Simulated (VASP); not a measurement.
# CoO (Fm-3m) in VASP: further runs, part 2 of 2

VASP 6.6.1. Earlier steps stand in the parts before.

## Step 3: Single point, LDA, collinear spin, ferromagnetic start

This run uses another cell than the first one, of 9.10 Å³/atom.

INCAR reads:

```
PREC     = Accurate       # precision mode
ENCUT    = 520            # plane-wave cutoff, eV
EDIFF    = 1E-6           # SCF threshold, eV
ISMEAR   = -1             # smearing method
SIGMA    = 0.05           # smearing width, eV
LREAL    = F              # projectors in reciprocal space
LASPH    = T              # aspherical terms in the spheres
NELM     = 150            # most SCF steps
ALGO     = Normal         # electronic algorithm
ISIF     = 2              # what is computed and relaxed
LWAVE    = F              # write WAVECAR
LCHARG   = F              # write CHGCAR
ISPIN    = 2              # spin polarisation
MAGMOM   = 2 0            # initial moments
LORBIT   = 11             # projections on sites
LMAXMIX  = 4              # l up to which the mixer works
GGA      = CA             # functional
NBANDS   = 18             # bands
```

KPOINTS reads:

```
regular mesh
0
Gamma
  11 11 11
```

POSCAR reads:

```
CoO
1.0
    0.0000000000      2.0879877907      2.0879877907
    2.0879877907      0.0000000000      2.0879877907
    2.0879877907      2.0879877907      0.0000000000
Co O
1 1
Direct
    0.0000000000      0.0000000000      0.0000000000
    0.5000000000      0.5000000000      0.5000000000
```

Potentials or basis: VASP PAW LDA potentials, release 64 (Co, O).

Run with:

```console
$ cat potpaw_LDA.64/Co/POTCAR potpaw_LDA.64/O/POTCAR > POTCAR
$ mpirun -np 1 vasp_std > vasp.out
```

OUTCAR:

```text
PREC = Accurate
   ENCUT = 520
   EDIFF = 1E-6
   ISMEAR = -1
   LREAL = F
   LASPH = T
   NELM = 150
   ISIF = 2
   ISPIN = 2
   LORBIT = 11
   GGA = CA

 ion  position               nearest neighbor table
   1  0.000  0.000  0.000-   2 2.09   2 2.09   2 2.09   2 2.09   2 2.09   2 2.09
   2  0.500  0.500  0.500-   1 2.09   1 2.09   1 2.09   1 2.09   1 2.09   1 2.09

  LATTYP: Found a face centered cubic cell.
 ALAT       =     4.1759755814

  Lattice vectors:

 A1 = (   0.0000000000,   2.0879877907,   2.0879877907)
 A2 = (   2.0879877907,   0.0000000000,   2.0879877907)
 A3 = (   2.0879877907,   2.0879877907,   0.0000000000)

Analysis of symmetry for initial positions (statically):
=====================================================================
 Subroutine PRICEL returns:
 Original cell was already a primitive cell.

 Routine SETGRP: Setting up the symmetry group for a
 face centered cubic supercell.

 Subroutine GETGRP returns: Found 48 space group operations
 (whereof 48 operations were pure point group operations)
 out of a pool of 48 trial point group operations.

The static configuration has the point symmetry O_h .

Analysis of symmetry for dynamics (positions and initial velocities):
=====================================================================
 Subroutine PRICEL returns:
 Original cell was already a primitive cell.

 Routine SETGRP: Setting up the symmetry group for a
 face centered cubic supercell.

 Subroutine GETGRP returns: Found 48 space group operations
 (whereof 48 operations were pure point group operations)
 out of a pool of 48 trial point group operations.

The dynamic configuration has the point symmetry O_h .

Analysis of structural, dynamic, and magnetic symmetry:
=====================================================================
 Subroutine PRICEL returns:
 Original cell was already a primitive cell.

 Routine SETGRP: Setting up the symmetry group for a
 face centered cubic supercell.

 Subroutine GETGRP returns: Found 48 space group operations
 (whereof 48 operations were pure point group operations)
 out of a pool of 48 trial point group operations.

The overall configuration has the point symmetry O_h .

 Subroutine INISYM returns: Found 48 space group operations
 (whereof 48 operations are pure point group operations),
 and found     1 'primitive' translations

----------------------------------------------------------------------------------------

                                     Primitive cell

  volume of cell :      18.2060

  direct lattice vectors                    reciprocal lattice vectors
     0.000000000  2.087987791  2.087987791    -0.239465002  0.239465002  0.239465002
     2.087987791  0.000000000  2.087987791     0.239465002 -0.239465002  0.239465002
     2.087987791  2.087987791  0.000000000     0.239465002  0.239465002 -0.239465002

  length of vectors
     2.952860652  2.952860652  2.952860652     0.414765550  0.414765550  0.414765550

  position of ions in fractional coordinates (direct lattice)
     0.000000000  0.000000000  0.000000000
     0.500000000  0.500000000  0.500000000
[... 60 lines left out ...]
   number of dos      NEDOS =    301   number of ions     NIONS =      2
   total plane-waves  NPLWV =  13824
   dimension x,y,z NGX =    24 NGY =   24 NGZ =   24
   dimension x,y,z NGXF=    48 NGYF=   48 NGZF=   48
   ions per type =               1   1
   NGX,Y,Z   is equivalent  to a cutoff of  13.51, 13.51, 13.51 a.u.
   NGXF,Y,Z  is equivalent  to a cutoff of  27.02, 27.02, 27.02 a.u.
 SYSTEM =  unknown system
   PREC   = accura    normal or accurate (medium, high low for compatibility)
   ISTART =      0    job   : 0-new  1-cont  2-samecut
   ICHARG =      2    charge: 1-file 2-atom 10-const
   ISPIN  =      2    spin polarized calculation?
   LNONCOLLINEAR =      F non collinear calculations
   LSORBIT =      F    spin-orbit coupling
   LASPH  =      T    aspherical Exc in radial PAW
   ENCUT  =  520.0 eV  38.22 Ry    6.18 a.u.   5.49  5.49  5.49*2*pi/ulx,y,z
   NELM   =    150;   NELMIN=  2; NELMDL= -5     # of ELM steps
   EDIFF  = 0.1E-05   stopping-criterion for ELM
   LREAL  =      F    real-space projection
   EDIFFG = 0.1E-04   stopping-criterion for IOM
   NSW    =      0    number of steps for IOM
   IBRION =     -1    ionic relax: 0-MD 1-quasi-New 2-CG
   NFREE  =      0    steps in history (QN), initial steepest desc. (CG)
   ISIF   =      2    stress and relaxation
   ISYM   =      2    0-nonsym 1-usesym 2-fastsym
   POTIM  = 0.5000    time-step for ionic-motion
   TEBEG  =    0.0;   TEEND  =   0.0 temperature during run
   PSTRESS=    0.0 pullay stress
   NELECT =      15.0000    total number of electrons
   NUPDOWN=      -1.0000    fix difference up-down
   EMIN   =  10.00;   EMAX   =-10.00  energy-range for DOS
   EFERMI =   0.00;   METHOD = LEGACY
   ISMEAR =    -1;   SIGMA  =   0.05  broadening in eV -4-tet -1-fermi 0-gaus
   EFERMI_NEDOS =   21; number of points for ismear=-14 and -15
   IALGO  =     38    algorithm
   IMIX   =      4    mixing-type and parameters
     AMIX     =   0.40;   BMIX     =  1.00
     AMIX_MAG =   1.60;   BMIX_MAG =  1.00
  volume/ion in A,a.u.               =       9.10        61.43
  Fermi-wavevector in a.u.,A,eV,Ry     =   1.534737  2.900232 32.047403  2.355418
  Thomas-Fermi vector in A             =   2.641623
   LORBIT       =     11    0 simple, 1 ext, 2 COOP (PROOUT), +10 PAW based schemes
   GGA     = CA    functional components
   LHFCALC =     F    Hartree Fock is set to
   AEXX    =    0.0000 exact exchange contribution
   IVDW    =     0    specifies the selected vdW correction
   LEPSILON=     F    determine dielectric tensor
   LRPA    =     F    only Hartree local field effects (RPA)
 spin polarized calculation
  energy-cutoff  :      520.00
  volume of cell :       18.21
 maximum number of plane-waves:       531
 NGX is ok and might be reduce to    24
   NGX = 11   NGY = 11   NGZ = 11

 number of electron      14.9999997 magnetization       2.3347921

 Free energy of the ion-electron system (eV)
  ---------------------------------------------------
  ext. energy  EPLUGINS =         0.00000000
  ---------------------------------------------------
  free energy    TOTEN  =       -14.78321617 eV

  energy without entropy =      -14.74951688  energy(sigma->0) =      -14.76636652

 E-fermi :   8.5047     XC(G=0): -13.2314

 val. band max:        8.5015526540   @ k =   0.4545   0.2727   0.0000
 cond. band min:       8.5084417845   @ k =   0.4545   0.3636   0.0000
 fundamental gap:      0.0068891305
 Fermi energy:         8.5046528370

 spin component 1

 k-point     1 :       0.0000    0.0000    0.0000
  band No.  band energies     occupation
      1     -12.1689      1.00000
      2       4.8993      1.00000
      3       4.8993      1.00000
      4       4.8993      1.00000
      5       5.6552      1.00000
      6       5.6552      1.00000
[... 493 lines left out ...]
     17      37.0901      0.00000
     18      38.8421      0.00000

 [... further k-points ...]

 spin component 2

 k-point     1 :       0.0000    0.0000    0.0000
  band No.  band energies     occupation
      1     -11.8052      1.00000
      2       5.3036      1.00000
      3       5.3036      1.00000
      4       5.3036      1.00000
      5       7.2478      1.00000
      6       7.2478      1.00000
[... 493 lines left out ...]
     17      37.5842      0.00000
     18      39.3428      0.00000

 [... further k-points ...]
[... 5 lines left out ...]
  --------------------------------------------------------------------------------------
  -------------------------------------------------------------------------------------
  Total       -1.6467892     -1.6467892     -1.6467892     -0.0000000     -0.0000000      0.0000000
  in kB     -144.9221390   -144.9221390   -144.9221390     -0.0000000     -0.0000000      0.0000000
  external PRESSURE =    -144.9221390 kB  Pullay stress =       0.0000000 kB

 VOLUME and BASIS-vectors are now :
 -----------------------------------------------------------------------------
  energy-cutoff  :      520.00
  volume of cell :       18.21
      direct lattice vectors                 reciprocal lattice vectors
     0.000000000  2.087987791  2.087987791    -0.239465002  0.239465002  0.239465002
     2.087987791  0.000000000  2.087987791     0.239465002 -0.239465002  0.239465002
     2.087987791  2.087987791  0.000000000     0.239465002  0.239465002 -0.239465002

 POSITION                                       TOTAL-FORCE (eV/Angst)
 -----------------------------------------------------------------------------------
      0.00000      0.00000      0.00000         0.000000     -0.000000      0.000000
      2.08799      2.08799      2.08799        -0.000000      0.000000      0.000000
 -----------------------------------------------------------------------------------
    total drift:                                0.000000     -0.000000     -0.000000

  FREE ENERGIE OF THE ION-ELECTRON SYSTEM (eV)
  ---------------------------------------------------
  free  energy   TOTEN  =       -14.7832161656 eV

  energy  without entropy=      -14.7495168841  energy(sigma->0) =      -14.76636652

 total charge

# of ion       s       p       d       tot
------------------------------------------
    1        0.311   0.394   7.261   7.966
    2        1.548   3.395   0.000   4.943
--------------------------------------------------
tot          1.859   3.789   7.261  12.909

 magnetization (x)

# of ion       s       p       d       tot
------------------------------------------
    1        0.019   0.017   2.046   2.082
    2        0.028   0.179   0.000   0.207
--------------------------------------------------
tot          0.047   0.196   2.046   2.289
```

Run time: 22 s. Hardware: 1 thread of Intel Xeon 6975P-C (Granite Rapids), shared host; peak memory 0.15 GiB.

What came out:

```yaml
Free_energy: -14.7832 eV
Pressure: -14.5 GPa
Net_moment: 2.33 μB per cell
Site_moments: Co +2.08; O +0.21 μB
Valence_electrons_inside_the_program's_atomic_spheres: Co 7.97; O 4.94
```

Levels at points of the mesh, in eV from the Fermi level:
Spin up:
```tsv
k point	band 6	band 7	band 8	band 9	band 10	band 11	band 12	band 13
(0.00, 0.00, 0.00)	-2.85	-2.85	-2.79	-2.79	1.30	16.81	18.48	18.48
```
Spin down:
```
           k point  band 2  band 3  band 4  band 5  band 6  band 7  band 8  band 9  band 10  band 11
(0.00, 0.00, 0.00)   -3.20   -3.20   -3.20   -1.26   -1.26   -1.26   -0.61   -0.61     1.72    16.90
```

Caveat: the cell stands under tension; a cell with one magnetic atom can't hold antiferromagnetic order, which such compounds often take; semilocal functionals often make such compounds metallic where correlation or magnetic order opens a gap, which also shifts bond lengths. With open d or f shells a metallic result of LDA can be an artefact of self-interaction; +U or a hybrid may open a gap.

## Step 4: Single point, LDA, collinear spin, ferromagnetic start

This run uses another cell than the first one, of 9.30 Å³/atom.

INCAR reads:

```
SYSTEM = CoO
  PREC = Accurate
  ENCUT = 520
  EDIFF = 1E-7
  ISMEAR = -1
  SIGMA = 0.05
  LREAL = .False.
  LASPH = .True.
  NELM = 150
  ALGO = Normal
  ISIF = 2
  LWAVE = .False.
  LCHARG = .False.
  ISPIN = 2
  MAGMOM = 2 0
  LORBIT = 11
  LMAXMIX = 4
  NBANDS = 18
```

KPOINTS reads:

```
Automatic mesh
0
Gamma
  11 11 11
  0 0 0
```

POSCAR reads:

```
CoO
1.0
    0.0000000000      2.1026924146      2.1026924146
    2.1026924146      0.0000000000      2.1026924146
    2.1026924146      2.1026924146      0.0000000000
Co O
1 1
Direct
    0.0000000000      0.0000000000      0.0000000000
    0.5000000000      0.5000000000      0.5000000000
```

Run with:

```console
$ cat potpaw_LDA.64/Co/POTCAR potpaw_LDA.64/O/POTCAR > POTCAR
$ mpirun -np 1 vasp_std > vasp.out
```

Wall time 32 s (1 thread of Intel Xeon 6975P-C (Granite Rapids), shared host); peak memory 0.15 GiB.

Results (log left out):

| Property | Result |
| --- | --- |
| Free energy | -14.7450 eV |
| Pressure | -17.3 GPa |
| Net moment | 2.44 μB per cell |
| Site moments | Co +2.17; O +0.23 μB |
| Valence electrons inside the program's atomic spheres | Co 7.92; O 4.93 |

Levels at points of the mesh, in eV from the Fermi level:
Spin up:
| k point | band 7 | band 8 | band 9 | band 10 | band 11 | band 12 |
| --- | --- | --- | --- | --- | --- | --- |
| (0.00, 0.00, 0.00) | -2.86 | -2.82 | -2.82 | 1.17 | 16.74 | 18.29 |
Spin down:
```tsv
k point	band 2	band 3	band 4	band 5	band 6	band 7	band 8	band 9	band 10	band 11
(0.00, 0.00, 0.00)	-3.07	-3.07	-3.07	-1.20	-1.20	-1.20	-0.56	-0.56	1.61	16.83
```

Caveat: the cell stands under tension; a cell with one magnetic atom can't hold antiferromagnetic order, which such compounds often take; semilocal functionals often make such compounds metallic where correlation or magnetic order opens a gap, which also shifts bond lengths.

## Step 5: Single point, LDA, collinear spin, ferromagnetic start

This run uses another cell than the first one, of 9.49 Å³/atom.

INCAR reads:

```
  ALGO = Normal
  EDIFF = 1E-6
  ENCUT = 520
  GGA = CA
  ISIF = 2
  ISMEAR = -1
  ISPIN = 2
  LASPH = True
  LCHARG = True
  LELF = True
  LMAXMIX = 4
  LORBIT = 11
  LREAL = False
  LVHAR = True
  LWAVE = False
  MAGMOM = 2 0
  NBANDS = 18
  NELM = 150
  PREC = Accurate
  SIGMA = 0.05
```

KPOINTS reads:

```
k-points
0
Gamma
  11 11 11
```

POSCAR reads:

```
CoO
1.0
    0.0000000000      2.1171941998      2.1171941998
    2.1171941998      0.0000000000      2.1171941998
    2.1171941998      2.1171941998      0.0000000000
Co O
1 1
Direct
    0.0000000000      0.0000000000      0.0000000000
    0.5000000000      0.5000000000      0.5000000000
```

Run with:

```console
$ cat potpaw_LDA.64/Co/POTCAR potpaw_LDA.64/O/POTCAR > POTCAR
$ mpirun -np 1 vasp_std > vasp.out
```

Run time: 36 s. Hardware: 1 thread of Intel Xeon 6975P-C (Granite Rapids), shared host; peak memory 0.16 GiB.

The run converged. Its results:

- Free energy: -14.7020 eV
- Pressure: -18.5 GPa
- Net moment: 2.64 μB per cell
- Site moments: Co +2.31; O +0.27 μB
- Valence electrons inside the program's atomic spheres: Co 7.88; O 4.93

Levels at points of the mesh, in eV from the Fermi level:
Spin up:
| k point | band 6 | band 7 | band 8 | band 9 | band 10 | band 11 | band 12 | band 13 |
| --- | --- | --- | --- | --- | --- | --- | --- | --- |
| (0.00, 0.00, 0.00) | -2.93 | -2.93 | -2.90 | -2.90 | 1.05 | 16.68 | 18.10 | 18.10 |
Spin down:
| k point | band 3 | band 4 | band 5 | band 6 | band 7 | band 8 | band 9 | band 10 |
| --- | --- | --- | --- | --- | --- | --- | --- | --- |
| (0.00, 0.00, 0.00) | -2.88 | -2.88 | -1.14 | -1.14 | -1.14 | -0.49 | -0.49 | 1.54 |

Caveat: the cell stands under tension; a cell with one magnetic atom can't hold antiferromagnetic order, which such compounds often take; semilocal functionals often make such compounds metallic where correlation or magnetic order opens a gap, which also shifts bond lengths.

## Step 6: The runs side by side

| task | level | potentials or basis | cell | cutoff (eV) | gap on the mesh (eV) | pressure (GPa) | moment (μB) |
| --- | --- | --- | --- | --- | --- | --- | --- |
| relaxation of cell and atoms | PBEsol+D4 | VASP PAW PBE potentials, release 64 (Co, O) | relaxed from a = 3.014 Å, angles 60.0°, 2 atoms | 600 | none | 0.0 | 2.67 |
| single point | LDA | VASP PAW LDA potentials, release 64 (Co, O) | a = 2.953 Å, angles 60.0°, 2 atoms | 520 | none | -14.5 | 2.33 |
| single point | LDA | VASP PAW LDA potentials, release 64 (Co, O) | a = 2.974 Å, angles 60.0°, 2 atoms | 520 | none | -17.3 | 2.44 |
| single point | LDA | VASP PAW LDA potentials, release 64 (Co, O) | a = 2.994 Å, angles 60.0°, 2 atoms | 520 | none | -18.5 | 2.64 |

Alike in all rows: spin collinear, ferromagnetic start; k mesh 11 × 11 × 11; smearing fermi-dirac 0.05 eV.

Caveats: a cell with one magnetic atom can't hold antiferromagnetic order, which such compounds often take; semilocal functionals often make such compounds metallic where correlation or magnetic order opens a gap, which also shifts bond lengths; the cell stands under tension (at least some runs); the PAW data sets were made with another functional, which shifts forces and pressure a little (at least some runs).

Absolute energies hang on the potentials; compare differences alone.
